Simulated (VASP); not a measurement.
# Sc2BSb3 (P-4m2) in VASP: further runs, part 3 of 3

VASP 6.6.1. Earlier steps stand in the parts before.

## 6. Relaxation of cell and atoms, PBE

This run uses another cell than the first one, of 20.75 Å³/atom, 1.075 times its volume.

Input file INCAR:

```
  PREC = Accurate
  ENCUT = 600
  EDIFF = 1E-6
  ISMEAR = 0
  SIGMA = 0.1
  LREAL = F
  LASPH = T
  NELM = 100
  ALGO = Normal
  ISIF = 3
  LWAVE = F
  LCHARG = F
  GGA = PE
  IBRION = 2
  NSW = 100
  EDIFFG = -0.01
```

Input file KPOINTS:

```
Automatic mesh
0
Gamma
  10 10 4
```

Input file POSCAR:

```
Sc2BSb3
1.0
    3.7141439954      0.0000000000      0.0000000000
    0.0000000000      3.7141439954      0.0000000000
    0.0000000000      0.0000000000      9.0243522973
Sc B Sb
2 1 3
Direct
    0.5000000000      0.0000000000      0.7553616105
    0.0000000000      0.5000000000      0.2446383895
    0.5000000000      0.5000000000      0.0000000000
    0.5000000000      0.0000000000      0.3969526816
    0.0000000000      0.5000000000      0.6030473184
    0.0000000000      0.0000000000      0.0000000000
```

Potentials or basis: VASP PAW PBE potentials, release 64 (Sc_sv, B, Sb).

Launch:

```bash
> cat potpaw_PBE.64/Sc_sv/POTCAR potpaw_PBE.64/B/POTCAR potpaw_PBE.64/Sb/POTCAR > POTCAR
> mpirun -np 1 vasp_std > vasp.out
```

OUTCAR:

```text
PREC = Accurate
   ENCUT = 600
   EDIFF = 1E-6
   ISMEAR = 0
   LREAL = F
   LASPH = T
   NELM = 100
   ISIF = 3
   GGA = PE
   IBRION = 2
   NSW = 100
   EDIFFG = -0.01

 ion  position               nearest neighbor table
   1  0.500  0.000  0.755-   6 2.88   6 2.88   5 2.96   5 2.96   5 2.96   5 2.96   4 3.23
   2  0.000  0.500  0.245-   6 2.88   6 2.88   4 2.96   4 2.96   4 2.96   4 2.96   5 3.23
   3  0.500  0.500  0.000-   6 2.63   6 2.63   6 2.63   6 2.63
   4  0.500  0.000  0.397-   2 2.96   2 2.96   2 2.96   2 2.96   5 3.22   5 3.22   5 3.22   5 3.22
                             1 3.23
   5  0.000  0.500  0.603-   1 2.96   1 2.96   1 2.96   1 2.96   4 3.22   4 3.22   4 3.22   4 3.22
                             2 3.23
   6  0.000  0.000  0.000-   3 2.63   3 2.63   3 2.63   3 2.63   2 2.88   1 2.88   1 2.88   2 2.88

  LATTYP: Found a simple tetragonal cell.
 ALAT       =     3.7141439954
 C/A-ratio  =     2.4297260172

  Lattice vectors:

 A1 = (   3.7141439954,   0.0000000000,   0.0000000000)
 A2 = (   0.0000000000,   3.7141439954,   0.0000000000)
 A3 = (   0.0000000000,   0.0000000000,   9.0243522973)

Analysis of symmetry for initial positions (statically):
=====================================================================
 Subroutine PRICEL returns:
[... 184 lines left out ...]

  FORCE on cell =-STRESS in cart. coord.  units (eV):
  Direction    XX          YY          ZZ          XY          YZ          ZX
  --------------------------------------------------------------------------------------
  -------------------------------------------------------------------------------------
  Total        0.2174592      0.2174592      0.1662111      0.0000000      0.0000000      0.0000000
  in kB        2.7986899      2.7986899      2.1391296      0.0000000      0.0000000      0.0000000
  external PRESSURE =       2.5788365 kB  Pullay stress =       0.0000000 kB
[... 227 lines left out ...]
--------------------------------------- Ionic step        7  -------------------------------------------

 number of electron      40.0000001 magnetization

 Free energy of the ion-electron system (eV)
  ---------------------------------------------------
  ext. energy  EPLUGINS =         0.00000000
  ---------------------------------------------------
  free energy    TOTEN  =       -32.74828744 eV

  energy without entropy =      -32.73080063  energy(sigma->0) =      -32.73954404

 E-fermi :   7.1624     XC(G=0): -10.5922

 val. band max:        7.1537156679   @ k =   0.5000   0.0000   0.2500
 cond. band min:       7.2014078020   @ k =   0.5000   0.2000   0.2500
 fundamental gap:      0.0476921341
 Fermi energy:         7.1624417583

 k-point     1 :       0.0000    0.0000    0.0000
  band No.  band energies     occupation
      1     -41.9873      2.00000
      2     -41.9870      2.00000
      3     -20.6961      2.00000
      4     -20.6851      2.00000
      5     -20.6197      2.00000
      6     -20.6197      2.00000
[... 637 lines left out ...]
     23       8.8451      0.00000
     24       9.2941      0.00000

 [... further k-points ...]
[... 5 lines left out ...]
  --------------------------------------------------------------------------------------
  -------------------------------------------------------------------------------------
  Total       -0.0085146     -0.0085146      0.0507388      0.0000000      0.0000000      0.0000000
  in kB       -0.1092575     -0.1092575      0.6510695      0.0000000      0.0000000      0.0000000
  external PRESSURE =       0.1441849 kB  Pullay stress =       0.0000000 kB
[... 21 lines left out ...]
  FREE ENERGIE OF THE ION-ELECTRON SYSTEM (eV)
  ---------------------------------------------------
  free  energy   TOTEN  =       -32.7482874442 eV

  energy  without entropy=      -32.7308006323  energy(sigma->0) =      -32.73954404

 reached required accuracy - stopping structural energy minimisation
```

OSZICAR:

```text
N       E                     dE             d eps       ncg     rms          rms(c)
DAV:   1     0.544063203293E+03    0.54406E+03   -0.18333E+04  3040   0.170E+03
DAV:   2     0.344162136344E+02   -0.50965E+03   -0.50637E+03  4200   0.584E+02
DAV:   3    -0.319208421840E+02   -0.66337E+02   -0.65039E+02  5168   0.203E+02
[... 48 lines left out ...]
DAV:   1    -0.327483845480E+02   -0.20971E-03   -0.21196E-02  3304   0.225E+00    0.843E-02
DAV:   2    -0.327483613772E+02    0.23171E-04   -0.12558E-03  4776   0.376E-01    0.565E-02
DAV:   3    -0.327482892255E+02    0.72152E-04   -0.17282E-04  4808   0.127E-01    0.804E-03
DAV:   4    -0.327482878632E+02    0.13623E-05   -0.18500E-05  4144   0.282E-02    0.389E-03
DAV:   5    -0.327482874442E+02    0.41902E-06   -0.16734E-06  2592   0.152E-02
   7 F= -.32748287E+02 E0= -.32739544E+02  d E =-.112684E-03
```

CONTCAR:

```text
Sc2BSb3
   1.00000000000000
     3.7156192233343073    0.0000000000000000    0.0000000000000000
     0.0000000000000000    3.7156192233343073    0.0000000000000000
    -0.0000000000000000    0.0000000000000000    9.0440171518772754
  Sc              B               Sb
     2     1     3
Direct
     0.5000000000000000    0.0000000000000000    0.7566394679301727
     1.0000000000000000    0.5000000000000000    0.2433605320698273
     0.5000000000000000    0.5000000000000000    1.0000000000000000
     0.5000000000000000    0.0000000000000000    0.3986194059710101
     1.0000000000000000    0.5000000000000000    0.6013805940289899
     0.0000000000000000    1.0000000000000000    1.0000000000000000

  0.00000000E+00  0.00000000E+00  0.00000000E+00
  0.00000000E+00  0.00000000E+00  0.00000000E+00
  0.00000000E+00  0.00000000E+00  0.00000000E+00
  0.00000000E+00  0.00000000E+00  0.00000000E+00
  0.00000000E+00  0.00000000E+00  0.00000000E+00
  0.00000000E+00  0.00000000E+00  0.00000000E+00
```

It took 14 min on 1 thread of Intel Xeon Platinum 8488C (Sapphire Rapids), shared host; peak memory 0.42 GiB.

Results:

```
Free energy                            : -32.7483 eV
Relaxed volume                         : 20.81 Å³/atom
Relaxed cell                           : a = 3.716 Å, b = 3.716 Å, c = 9.044 Å, α = 90.00°, β = 90.00°, γ = 90.00°
Space group after relaxing (to 0.05 Å) : P-4m2 (No. 115)
Energy gained by relaxing              : 0.5 meV/atom
Ionic steps                            : 7
Pressure after relaxing                : 0.0 GPa
Band gap on the k mesh                 : zero (band 20 reaches 8.17 eV, above the bottom of band 21 at 5.72 eV)
```

The path:
```csv
step,energy change (eV),largest force (eV/Å),pressure (GPa),volume (Å³)
1,0.0000,0.1080,0.26,124.49
2,-0.0016,0.0654,-0.13,125.09
3,-0.0017,0.0532,-0.23,125.25
4,-0.0026,0.0176,-0.07,124.98
5,-0.0028,0.0009,0.01,124.86
6,-0.0028,0.0013,0.02,124.85
7,-0.0029,0.0015,0.01,124.86
```

Final structure:
```yaml
crystal:
  lattice:
    - [3.71562, 0.00000, 0.00000]
    - [0.00000, 3.71562, 0.00000]
    - [0.00000, 0.00000, 9.04402]
  atoms:
    - { symbol: Sc, position: [0.50000, 0.00000, 0.75664] }
    - { symbol: Sc, position: [0.00000, 0.50000, 0.24336] }
    - { symbol: B, position: [0.50000, 0.50000, 0.00000] }
    - { symbol: Sb, position: [0.50000, 0.00000, 0.39862] }
    - { symbol: Sb, position: [0.00000, 0.50000, 0.60138] }
    - { symbol: Sb, position: [0.00000, 0.00000, 0.00000] }
```

Levels at points of the mesh, in eV from the Fermi level:
```csv
k point,band 17,band 18,band 19,band 20,band 21,band 22,band 23,band 24
"(0.00, 0.00, 0.00)",-1.04,-1.04,-0.18,0.64,1.27,1.28,1.28,1.32
"(0.50, 0.00, 0.00)",-0.51,-0.33,-0.03,0.05,0.63,0.70,2.07,2.08
"(0.50, 0.50, 0.00)",-1.98,-1.98,-1.77,-1.46,-1.38,-0.45,3.14,3.14
"(0.00, 0.00, 0.50)",-1.12,-1.12,-0.27,0.18,1.02,1.57,1.59,1.59
"(0.50, 0.00, 0.50)",-0.18,-0.06,0.07,0.27,0.97,0.99,2.34,2.51
"(0.50, 0.50, 0.50)",-1.66,-1.64,-1.64,-1.49,-1.45,-0.45,2.22,2.22
```

Caveat: spin-orbit coupling is left out, which moves the levels of the heavy elements.

## 7. Overview

```csv
task,cell,k mesh,cutoff (eV),gap on the mesh (eV),pressure (GPa),relaxed volume (Å³/atom),largest force (eV/Å)
single point,"a = 3.724, b = 3.724, c = 8.352 Å, 6 atoms",6 × 6 × 2,520,none,8.2,-,1.53
single point,"a = 3.714, b = 3.714, c = 9.024 Å, 6 atoms",6 × 6 × 2,520,none,0.2,-,0.02
single point,"a = 3.714, b = 3.714, c = 9.045 Å, 6 atoms",10 × 10 × 4,520,none,0.1,-,0.01
relaxation of cell and atoms,"relaxed from a = 3.724, b = 3.724, c = 8.352 Å, 6 atoms",6 × 6 × 2,600,none,0.1,20.77,0.02
relaxation of cell and atoms,"relaxed from a = 3.714, b = 3.714, c = 9.024 Å, 6 atoms",10 × 10 × 4,600,none,0.0,20.81,-
```

Alike in all rows: level PBE; potentials or basis VASP PAW PBE potentials, release 64 (Sc_sv, B, Sb); no spin polarisation; smearing gaussian 0.1 eV.

Caveats: some runs use coarse meshes; spin-orbit coupling is left out, which moves the levels of the heavy elements; forces of over 1 eV/Å act on the atoms, so gaps and moduli don't describe the material at rest (some runs).

Absolute energies hang on the potentials; compare differences alone.
